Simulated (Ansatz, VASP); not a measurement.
## Al3BP4: VASP beside Ansatz

```
CELL_PARAMETERS angstrom
-2.64189 2.64189 5.23280
2.64189 -2.64189 5.23280
2.64189 2.64189 -5.23280
ATOMIC_POSITIONS crystal
Al 0.75000 0.25000 0.50000
Al 0.00000 0.00000 0.00000
Al 0.25000 0.75000 0.50000
B 0.50000 0.50000 0.00000
P 0.83268 0.39500 0.00000
P 0.16732 0.16732 0.56232
P 0.39500 0.83268 0.00000
P 0.60500 0.60500 0.43768
```

Alike in both runs: functional PBE; k mesh 6 × 6 × 6; occupations gaussian, width 0.1 eV; no spin polarisation.

Ansatz relaxed the structure, and its values are those at the end. VASP's run is a single point on that final structure, the one shown.

|  | VASP | Ansatz |
| --- | --- | --- |
| version | VASP 6.6.1 | Ansatz 0.2.0 |
| potentials or method | VASP PAW PBE potentials, release 64 (Al, B, P), cutoff 520 eV | scalar-relativistic, plane waves, PAW |
| valence electrons in the cell | 32 | 32 |

|  | VASP | Ansatz | Ansatz less VASP |
| --- | --- | --- | --- |
| gap on the k mesh at the Fermi level (eV) | 1.13 | 1.13 | +0.002 |
| least direct gap on the mesh (eV) | 1.13 | 1.13 | +0.002 |
| pressure (GPa) | -0.1 | 0.1 | +0.12 |
| rms of the force components (eV/Å) | 0.011 | 0.011 | -0.0003 |
